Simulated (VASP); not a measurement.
Write the native input for VASP 6.6.1 that does the following.

* Task: single point
* Functional: LDA
* Potentials or basis: VASP PAW LDA potentials, release 64 (K_sv, Ag)
* Cutoff: 520 eV
* k mesh: 3 × 3 × 3
* Occupations: fermi-dirac, width 0.1 eV
* Spin: no spin polarisation
* Dipole correction: no
* Further INCAR settings: ALGO = Normal; EDIFF = 1e-06; NBANDS = 27

The structure of K3Ag lies in POSCAR:

```
K3Ag
1.0
    5.8050300000      0.0125000000      0.0535200000
    0.0125000000      5.7694100000      0.0551300000
    0.0535200000      0.0551300000      5.7872100000
K Ag
3 1
Direct
    0.5016300000      0.0004500000      0.9994000000
    0.9945700000      0.5052300000      0.9954500000
    0.9970100000      0.9971300000      0.5015300000
    0.4999400000      0.4975900000      0.4984600000
```

These files were run (other wordings do the same):

INCAR

```
SYSTEM = K3Ag
PREC = Accurate
ENCUT = 520
EDIFF = 1E-6
ISMEAR = -1
SIGMA = 0.1
LREAL = .False.
LASPH = .True.
NELM = 60
ALGO = Normal
ISIF = 2
LWAVE = .False.
LCHARG = .True.
LELF = .True.
LVHAR = .True.
NBANDS = 27
```

KPOINTS

```
regular mesh
0
Gamma
  3 3 3
  0 0 0
```

Potentials or basis: VASP PAW LDA potentials, release 64 (K_sv, Ag).

Launch:

```console
$ cat potpaw_LDA.64/K_sv/POTCAR potpaw_LDA.64/Ag/POTCAR > POTCAR
$ mpirun -np 1 vasp_std > vasp.out
```

It gave:

* Pressure: -1.0 GPa
* Largest force: 0.052 eV/Å
* Band gap on the k mesh: zero (band 19 reaches 0.70 eV, above the bottom of band 20 at 0.66 eV)

Caveat: the k points lie up to 0.36 Å⁻¹ apart.

Wall time 47 s on 1 thread of AMD EPYC 9R14 (Zen 4), with other jobs on the host, peak memory 0.25 GiB.
